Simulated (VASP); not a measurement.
# Hg (R-3m) in VASP: further runs

Hg is run at these levels: PBE; tasks: single point.

All numbers are computed with VASP 6.6.1; they aren't measurements. Logs are shortened: lines on timing, memory, paths and dates and some standing lists are left out, and cuts for length are marked.

## Step 1: The cell of the first run

The structure is trigonal, space group R-3m (No. 166). The conventional cell has a = 3.183 Å, b = 3.183 Å, c = 6.434 Å, α = 90.00°, β = 90.00°, γ = 120.00°. Hg (site symmetry -3m) has 12 Hg at 2.82 to 3.18 Å within 3.7 Å.

## Step 2: Single point, PBE (strain -0.080 along x and y, -0.040 along z)

INCAR reads:

```
SYSTEM = Hg
PREC = Accurate ; ENCUT = 520
EDIFF = 1E-6 ; ISMEAR = 0
SIGMA = 0.15 ; LREAL = .FALSE.
LASPH = .TRUE. ; NELM = 60
ALGO = Normal ; ISIF = 2
LWAVE = .FALSE. ; LCHARG = .FALSE.
GGA = PE ; NBANDS = 12
```

KPOINTS reads:

```
Automatic mesh
0
G
  18 18 18
  0 0 0
```

POSCAR reads:

```
Hg
1.0
    1.5916004189      0.9189109303      2.1446400000
   -1.5916004189      0.9189109303      2.1446400000
    0.0000000000     -1.8378218605      2.1446400000
Hg
1
Direct
    0.0000000000      0.0000000000      0.0000000000
```

Potentials or basis: VASP PAW PBE potentials, release 64 (Hg).

Run with:

```sh
$ cat potpaw_PBE.64/Hg/POTCAR > POTCAR
$ mpirun -np 1 vasp_std > vasp.out
```

OUTCAR:

```text
SYSTEM = Hg
   PREC = Accurate
   ENCUT = 520
   EDIFF = 1E-6
   ISMEAR = 0
   LREAL = .FALSE.
   LASPH = .TRUE.
   NELM = 60
   ISIF = 2
   GGA = PE

 ion  position               nearest neighbor table
   1  0.000  0.000  0.000-

  LATTYP: Found a trigonal (rhomboedric) cell.
 ALAT       =     2.8243707124
 COS(alpha) =     0.3648816123

  Lattice vectors:

 A1 = (   1.5916004189,   0.9189109303,   2.1446400000)
 A2 = (  -1.5916004189,   0.9189109303,   2.1446400000)
 A3 = (   0.0000000000,  -1.8378218605,   2.1446400000)

Analysis of symmetry for initial positions (statically):
=====================================================================
 Subroutine PRICEL returns:
 Original cell was already a primitive cell.

 Routine SETGRP: Setting up the symmetry group for a
 trigonal (rhombohedral) supercell.

 Subroutine GETGRP returns: Found 12 space group operations
 (whereof 12 operations were pure point group operations)
 out of a pool of 12 trial point group operations.

The static configuration has the point symmetry D_3d.

Analysis of symmetry for dynamics (positions and initial velocities):
=====================================================================
 Subroutine PRICEL returns:
 Original cell was already a primitive cell.

 Routine SETGRP: Setting up the symmetry group for a
 trigonal (rhombohedral) supercell.

 Subroutine GETGRP returns: Found 12 space group operations
 (whereof 12 operations were pure point group operations)
 out of a pool of 12 trial point group operations.

The dynamic configuration has the point symmetry D_3d.

 Subroutine INISYM returns: Found 12 space group operations
 (whereof 12 operations are pure point group operations),
 and found     1 'primitive' translations

----------------------------------------------------------------------------------------

                                     Primitive cell

  volume of cell :      18.8197

  direct lattice vectors                    reciprocal lattice vectors
     1.591600419  0.918910930  2.144640000     0.314149201  0.181374126  0.155426241
    -1.591600419  0.918910930  2.144640000    -0.314149201  0.181374126  0.155426241
     0.000000000 -1.837821861  2.144640000     0.000000000 -0.362748252  0.155426241

  length of vectors
     2.824370712  2.824370712  2.824370712     0.394643650  0.394643650  0.394643650

  position of ions in fractional coordinates (direct lattice)
     0.000000000  0.000000000  0.000000000

  ion indices of the primitive-cell ions
   primitive index   ion index
                 1           1

----------------------------------------------------------------------------------------

 KPOINTS: Automatic mesh

Automatic generation of k-mesh.
 Grid dimensions read from file:
 generate k-points for:   18   18   18

 Generating k-lattice:

  Cartesian coordinates                     Fractional coordinates (reciprocal lattice)
     0.017452733  0.010076340  0.008634791     0.055555556  0.000000000  0.000000000
    -0.017452733  0.010076340  0.008634791     0.000000000  0.055555556  0.000000000
     0.000000000 -0.020152681  0.008634791     0.000000000  0.000000000  0.055555556

  Length of vectors
     0.021924647  0.021924647  0.021924647

  Shift w.r.t. Gamma in fractional coordinates (k-lattice)
     0.000000000  0.000000000  0.000000000

 Subroutine IBZKPT returns following result:
 ===========================================

 Found    580 irreducible k-points:

 Following reciprocal coordinates:
            Coordinates               Weight
  0.000000  0.000000  0.000000      1.000000
  0.055556 -0.000000  0.000000      6.000000
  0.111111 -0.000000  0.000000      6.000000
  0.166667 -0.000000  0.000000      6.000000
  0.222222 -0.000000  0.000000      6.000000
  0.277778 -0.000000  0.000000      6.000000
[... 16 lines left out ...]
 -0.277778  0.055556  0.000000     12.000000
 -0.222222  0.055556 -0.000000     12.000000
 [... further k-points ...]
   k-points           NKPTS =    580   k-points in BZ     NKDIM =    580   number of bands    NBANDS=     12
   number of dos      NEDOS =    301   number of ions     NIONS =      1
   total plane-waves  NPLWV =  13824
   dimension x,y,z NGX =    24 NGY =   24 NGZ =   24
   dimension x,y,z NGXF=    48 NGYF=   48 NGZF=   48
   ions per type =               1
   NGX,Y,Z   is equivalent  to a cutoff of  14.13, 14.13, 14.13 a.u.
   NGXF,Y,Z  is equivalent  to a cutoff of  28.25, 28.25, 28.25 a.u.
 SYSTEM =  Hg
   PREC   = accura    normal or accurate (medium, high low for compatibility)
   ISTART =      0    job   : 0-new  1-cont  2-samecut
   ICHARG =      2    charge: 1-file 2-atom 10-const
   ISPIN  =      1    spin polarized calculation?
   LNONCOLLINEAR =      F non collinear calculations
   LSORBIT =      F    spin-orbit coupling
   LASPH  =      T    aspherical Exc in radial PAW
   ENCUT  =  520.0 eV  38.22 Ry    6.18 a.u.   5.25  5.25  5.25*2*pi/ulx,y,z
   NELM   =     60;   NELMIN=  2; NELMDL= -5     # of ELM steps
   EDIFF  = 0.1E-05   stopping-criterion for ELM
   LREAL  =      F    real-space projection
   EDIFFG = 0.1E-04   stopping-criterion for IOM
   NSW    =      0    number of steps for IOM
   IBRION =     -1    ionic relax: 0-MD 1-quasi-New 2-CG
   NFREE  =      0    steps in history (QN), initial steepest desc. (CG)
   ISIF   =      2    stress and relaxation
   ISYM   =      2    0-nonsym 1-usesym 2-fastsym
   POTIM  = 0.5000    time-step for ionic-motion
   TEBEG  =    0.0;   TEEND  =   0.0 temperature during run
   PSTRESS=    0.0 pullay stress
   NELECT =      12.0000    total number of electrons
   NUPDOWN=      -1.0000    fix difference up-down
   EMIN   =  10.00;   EMAX   =-10.00  energy-range for DOS
   EFERMI =   0.00;   METHOD = LEGACY
   ISMEAR =     0;   SIGMA  =   0.15  broadening in eV -4-tet -1-fermi 0-gaus
   EFERMI_NEDOS =   21; number of points for ismear=-14 and -15
   IALGO  =     38    algorithm
   IMIX   =      4    mixing-type and parameters
     AMIX     =   0.40;   BMIX     =  1.00
     AMIX_MAG =   1.60;   BMIX_MAG =  1.00
  volume/ion in A,a.u.               =      18.82       127.00
  Fermi-wavevector in a.u.,A,eV,Ry     =   1.409065  2.662746 27.013861  1.985463
  Thomas-Fermi vector in A             =   2.531158
   LORBIT       =      0    0 simple, 1 ext, 2 COOP (PROOUT), +10 PAW based schemes
   GGA     = PE    functional components
   LHFCALC =     F    Hartree Fock is set to
   AEXX    =    0.0000 exact exchange contribution
   IVDW    =     0    specifies the selected vdW correction
   LEPSILON=     F    determine dielectric tensor
   LRPA    =     F    only Hartree local field effects (RPA)
 non-spin polarized calculation
 Gauss-broadening in eV      SIGMA  =   0.15
  energy-cutoff  :      520.00
  volume of cell :       18.82
 maximum number of plane-waves:       518
 NGX is ok and might be reduce to    24
   NGX = 11   NGY = 11   NGZ = 11

 number of electron      12.0000001 magnetization

 Free energy of the ion-electron system (eV)
  ---------------------------------------------------
  ext. energy  EPLUGINS =         0.00000000
  ---------------------------------------------------
  free energy    TOTEN  =         0.33095618 eV

  energy without entropy =        0.33395109  energy(sigma->0) =        0.33245363

 E-fermi :   5.0510     XC(G=0): -12.1346

 val. band max:        5.0182060592   @ k =  -0.3889   0.2222   0.2222
 cond. band min:       5.0517687992   @ k =  -0.1667   0.5000   0.1667
 fundamental gap:      0.0335627400
 Fermi energy:         5.0509754250

 k-point     1 :       0.0000    0.0000    0.0000
  band No.  band energies     occupation
      1      -6.3491      2.00000
      2      -3.7966      2.00000
      3      -3.7966      2.00000
      4      -2.2477      2.00000
      5      -1.8630      2.00000
      6      -1.8630      2.00000
      7      17.9068      0.00000
      8      19.4748      0.00000
      9      19.4748      0.00000
     10      24.7005      0.00000
     11      26.3647      0.00000
     12      26.3647      0.00000

 k-point     2 :       0.0556   -0.0000    0.0000
  band No.  band energies     occupation
      1      -6.2621      2.00000
      2      -3.7879      2.00000
      3      -3.7762      2.00000
      4      -2.2425      2.00000
      5      -1.8747      2.00000
      6      -1.8688      2.00000
      7      17.8119      0.00000
      8      18.8404      0.00000
      9      19.5516      0.00000
     10      25.1009      0.00000
     11      26.1790      0.00000
     12      26.3521      0.00000

 k-point     3 :       0.1111   -0.0000    0.0000
  band No.  band energies     occupation
      1      -6.0127      2.00000
      2      -3.7663      2.00000
      3      -3.7103      2.00000
      4      -2.2235      2.00000
      5      -1.9037      2.00000
      6      -1.8814      2.00000
      7      16.6034      0.00000
      8      18.4914      0.00000
      9      19.7563      0.00000
     10      25.1679      0.00000
     11      25.7060      0.00000
     12      26.6740      0.00000

 k-point     4 :       0.1667   -0.0000    0.0000
  band No.  band energies     occupation
      1      -5.6459      2.00000
      2      -3.7432      2.00000
      3      -3.5704      2.00000
      4      -2.1900      2.00000
      5      -1.9333      2.00000
      6      -1.8818      2.00000
      7      14.6070      0.00000
      8      18.6615      0.00000
      9      20.0063      0.00000
     10      24.7753      0.00000
     11      25.1528      0.00000
     12      26.2440      0.00000

 k-point     5 :       0.2222   -0.0000    0.0000
  band No.  band energies     occupation
      1      -5.2640      2.00000
      2      -3.7331      2.00000
      3      -3.2695      2.00000
      4      -2.1665      2.00000
      5      -1.9441      2.00000
      6      -1.8295      2.00000
      7      12.4757      0.00000
      8      18.8006      0.00000
      9      20.1575      0.00000
     10      24.4231      0.00000
     11      24.7688      0.00000
     12      25.7645      0.00000
[... 228 lines left out ...]
      1      -4.8166      2.00000
      2      -3.8084      2.00000
      3      -2.2545      2.00000
      4      -1.8678      2.00000
      5      -1.3804      2.00000
      6      -0.1129      2.00000
      7       5.8810      0.00000
      8      17.5772      0.00000
      9      19.0985      0.00000
     10      23.2305      0.00000
     11      25.1211      0.00000
     12      26.2527      0.00000

 k-point    22 :      -0.3333    0.0556   -0.0000
  band No.  band energies     occupation
      1      -4.8221      2.00000
      2      -3.7712      2.00000
      3      -2.2298      2.00000
      4      -2.0137      2.00000
      5      -1.5951      2.00000
      6      -1.1828      2.00000
      7       7.8056      0.00000
      8      17.5664      0.00000
      9      19.4986      0.00000
     10      23.8832      0.00000
     11      24.6310      0.00000
     12      26.3815      0.00000

 k-point    23 :      -0.2778    0.0556    0.0000
  band No.  band energies     occupation
      1      -4.8914      2.00000
      2      -3.7389      2.00000
      3      -2.6091      2.00000
      4      -2.1963      2.00000
      5      -1.8573      2.00000
      6      -1.5405      2.00000
      7       9.8394      0.00000
      8      17.6043      0.00000
      9      19.8939      0.00000
     10      24.0395      0.00000
     11      24.7525      0.00000
     12      26.6289      0.00000

 k-point    24 :      -0.2222    0.0556   -0.0000
  band No.  band energies     occupation
      1      -5.1007      2.00000
      2      -3.7270      2.00000
      3      -3.2347      2.00000
      4      -2.1676      2.00000
      5      -1.9428      2.00000
      6      -1.6864      2.00000
      7      11.9441      0.00000
      8      17.6470      0.00000
      9      20.0818      0.00000
     10      23.7834      0.00000
     11      25.6100      0.00000
     12      26.6544      0.00000

 [... further k-points ...]
[... 5 lines left out ...]
  --------------------------------------------------------------------------------------
  -------------------------------------------------------------------------------------
  Total        3.1492316      3.1492316      4.0692221     -0.0000000      0.0000000     -0.0000000
  in kB      268.1032427    268.1032427    346.4247095     -0.0000000      0.0000000     -0.0000000
  external PRESSURE =     294.2103983 kB  Pullay stress =       0.0000000 kB

 VOLUME and BASIS-vectors are now :
 -----------------------------------------------------------------------------
  energy-cutoff  :      520.00
  volume of cell :       18.82
      direct lattice vectors                 reciprocal lattice vectors
     1.591600419  0.918910930  2.144640000     0.314149201  0.181374126  0.155426241
    -1.591600419  0.918910930  2.144640000    -0.314149201  0.181374126  0.155426241
     0.000000000 -1.837821861  2.144640000     0.000000000 -0.362748252  0.155426241

 POSITION                                       TOTAL-FORCE (eV/Angst)
 -----------------------------------------------------------------------------------
      0.00000      0.00000      0.00000        -0.000000     -0.000000     -0.000000
 -----------------------------------------------------------------------------------
    total drift:                               -0.000000     -0.000000     -0.000000

  FREE ENERGIE OF THE ION-ELECTRON SYSTEM (eV)
  ---------------------------------------------------
  free  energy   TOTEN  =         0.3309561776 eV

  energy  without entropy=        0.3339510881  energy(sigma->0) =        0.33245363
```

Run time: 54 s. Hardware: 1 thread of Intel Xeon 8259CL, shared host; peak memory 0.25 GiB.

Results:

```
Free energy            : 0.3310 eV
Pressure               : 29.4 GPa
Band gap on the k mesh : zero (bands 6 and 7 overlap by 3.51 eV)
```

Stress tensor (GPa, compression positive):
```
26.81  0.00  0.00
 0.00 26.81  0.00
 0.00  0.00 34.64
```

Levels at points of the mesh, in eV from the Fermi level:
```
           k point  band 2  band 3  band 4  band 5  band 6  band 7  band 8  band 9  band 10  band 11
(0.00, 0.00, 0.00)   -8.85   -8.85   -7.30   -6.91   -6.91   12.86   14.42   14.42    19.65    21.31
(0.50, 0.00, 0.00)   -8.91   -7.32   -6.80   -6.28   -3.24   -1.75   13.02   14.06    17.94    19.88
(0.50, 0.50, 0.00)   -9.56   -6.62   -6.31   -5.73   -1.04    1.68    5.27   10.13    11.86    16.91
(0.50, 0.50, 0.50)   -8.41   -8.41   -5.90   -5.90   -1.41    1.58   11.25   11.25    11.32    18.19
```

Caveat: the cell differs from its parent crystal (strain -0.080 along x and y, -0.040 along z); the stress differs along the axes, from 27 to 35 GPa; spin-orbit coupling is left out, which moves the levels of the heavy elements.

## Step 3: Single point, PBE (strain -0.080 along x and y, +0.000 along z)

INCAR reads:

```
SYSTEM = Hg
ALGO = Normal
EDIFF = 1E-7
ENCUT = 520
GGA = PE
ISIF = 2
ISMEAR = 0
LASPH = .True.
LCHARG = .True.
LELF = .True.
LREAL = .False.
LVHAR = .True.
LWAVE = .False.
NBANDS = 12
NELM = 60
PREC = Accurate
SIGMA = 0.15
```

KPOINTS reads:

```
k-points
0
Gamma
  18 18 18
  0 0 0
```

POSCAR reads:

```
Hg
1.0
    1.5916004189      0.9189109303      2.2340000000
   -1.5916004189      0.9189109303      2.2340000000
    0.0000000000     -1.8378218605      2.2340000000
Hg
1
Direct
    0.0000000000      0.0000000000      0.0000000000
```

Potentials or basis: VASP PAW PBE potentials, release 64 (Hg).

Run with:

```sh
$ cat potpaw_PBE.64/Hg/POTCAR > POTCAR
$ mpirun -np 1 vasp_std > vasp.out
```

It took 64 s on 1 thread of Intel Xeon 8259CL, shared host; peak memory 0.25 GiB.

Results (log left out):

```yaml
Free_energy: 0.1879 eV
Pressure: 21.5 GPa
Band_gap_on_the_k_mesh: zero (bands 6 and 7 overlap by 3.04 eV)
```

Stress tensor (GPa, compression positive):
```
20.31  0.00  0.00
 0.00 20.31  0.00
 0.00  0.00 23.87
```

Levels at points of the mesh, in eV from the Fermi level:
```csv
k point,band 2,band 3,band 4,band 5,band 6,band 7,band 8,band 9,band 10,band 11
"(0.00, 0.00, 0.00)",-8.40,-8.40,-7.30,-6.84,-6.84,13.03,14.53,14.53,19.54,20.68
"(0.50, 0.00, 0.00)",-8.48,-7.31,-6.58,-6.14,-2.92,-1.76,12.89,13.77,16.74,19.54
"(0.50, 0.50, 0.00)",-9.19,-6.44,-6.14,-5.78,-0.91,1.37,5.66,9.35,11.92,15.92
"(0.50, 0.50, 0.50)",-8.09,-8.09,-5.94,-5.94,-1.59,0.78,11.55,11.55,11.68,18.19
```

Caveat: the cell differs from its parent crystal (strain -0.080 along x and y, +0.000 along z); the cell stands under pressure; spin-orbit coupling is left out, which moves the levels of the heavy elements.

The gap in the log of VASP goes by the Fermi energy; the results here count the filled bands.